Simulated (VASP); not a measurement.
A run of VASP 6.6.1 is set up as follows.

Contents of INCAR:

```
SYSTEM = AlGa2As3
PREC = Accurate
ENCUT = 520
EDIFF = 1E-7
ISMEAR = 0
SIGMA = 0.1
LREAL = .False.
LASPH = .True.
NELM = 100
ALGO = Normal
ISIF = 2
LWAVE = .False.
LCHARG = .True.
GGA = PE
LELF = .True.
LVHAR = .True.
NBANDS = 31
```

KPOINTS

```
regular mesh
0
Gamma
  6 6 6
  0 0 0
```

The input POSCAR:

```
AlGa2As3
1.0
   -1.9421898000      1.9421898000      8.2400134700
    1.9421898000     -1.9421898000      8.2400134700
    1.9421898000      1.9421898000     -8.2400134700
Al Ga As
1 2 3
Direct
    0.0000000000      0.0000000000      0.0000000000
    0.6666666700      0.6666666700      0.0000000000
    0.3333333300      0.3333333300      0.0000000000
    0.2500000000      0.7500000000      0.5000000000
    0.9166666700      0.4166666700      0.5000000000
    0.5833333300      0.0833333300      0.5000000000
```

Potentials or basis: VASP PAW PBE potentials, release 64 (Al, Ga_d, As).

Command:

```bash
$ cat potpaw_PBE.64/Al/POTCAR potpaw_PBE.64/Ga_d/POTCAR potpaw_PBE.64/As/POTCAR > POTCAR
$ mpirun -np 1 vasp_std > vasp.out
```

(1) Predict the band gap on the k mesh.

(2) Estimate the largest force.

(3) Estimate the pressure.

## Answers

(1) 1.26 eV, indirect (least direct gap 1.45 eV).

(2) 0.097 eV/Å.

(3) 11.5 GPa.
